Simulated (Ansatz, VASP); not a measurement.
## SnSe in VASP and in Ansatz

```xyz
2
Lattice="0.0000 2.9663 2.9663 2.9663 0.0000 2.9663 2.9663 2.9663 0.0000" Properties=species:S:1:pos:R:3 pbc="T T T"
Sn    0.0000    0.0000    0.0000
Se    2.9663    2.9663    2.9663
```

Alike in both runs: task single point; functional PBE; k mesh 6 × 6 × 6; occupations fermi-dirac, width 0.02 eV; no spin polarisation.

|  | VASP | Ansatz |
| --- | --- | --- |
| version | VASP 6.6.1 | Ansatz 0.2.0 |
| potentials or method | VASP PAW PBE potentials, release 64 (Sn_d, Se) | plane waves, PAW |
| plane-wave cutoff (eV) | 520 | 420 |
| valence electrons in the cell | 20 | 30 |

|  | VASP | Ansatz | Ansatz less VASP |
| --- | --- | --- | --- |
| gap on the k mesh at the Fermi level (eV) | 0.78 | 0.78 | -0.001 |
| pressure (GPa) | 3.1 | 3.1 | 0.00 |

VASP's potentials hold 20 valence electrons a cell and Ansatz's 30, so a difference there can come from the potentials and not from the codes.
